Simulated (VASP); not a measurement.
Here is a VASP 6.6.1 calculation.

INCAR

```
PREC = Accurate
ENCUT = 520
EDIFF = 1E-6
ISMEAR = -1
SIGMA = 0.1
LREAL = F
LASPH = T
NELM = 100
ALGO = Normal
ISIF = 2
LWAVE = F
LCHARG = F
GGA = CA
NBANDS = 33
```

KPOINTS

```
regular mesh
0
Gamma
  5 5 8
```

File POSCAR:

```
TaN
1.0
    5.1329717247      0.0000000000      0.0000000000
   -2.5664858623      4.4452839105      0.0000000000
    0.0000000000      0.0000000000      2.8823517394
Ta N
3 3
Direct
    0.0000000000      0.0000000000      0.0000000000
    0.3333333333      0.6666666667      0.5000000000
    0.6666666667      0.3333333333      0.5000000000
    0.5000000000      0.0000000000      0.0000000000
    0.5000000000      0.5000000000      0.0000000000
    0.0000000000      0.5000000000      0.0000000000
```

Potentials or basis: VASP PAW LDA potentials, release 64 (Ta_pv, N).

Run with:

```bash
$ cat potpaw_LDA.64/Ta_pv/POTCAR potpaw_LDA.64/N/POTCAR > POTCAR
$ mpirun -np 1 vasp_std > vasp.out
```

Question: Predict the band gap on the k mesh.

Answer: Zero (band 24 reaches 9.30 eV, above the bottom of band 25 at 7.04 eV).

Question: Predict the pressure.

Answer: 7.0 GPa.

Stress tensor (GPa, compression positive):
```
6.71 0.00 0.00
0.00 6.71 0.00
0.00 0.00 7.45
```

Caveat: spin-orbit coupling is left out, which moves the levels of the heavy elements.
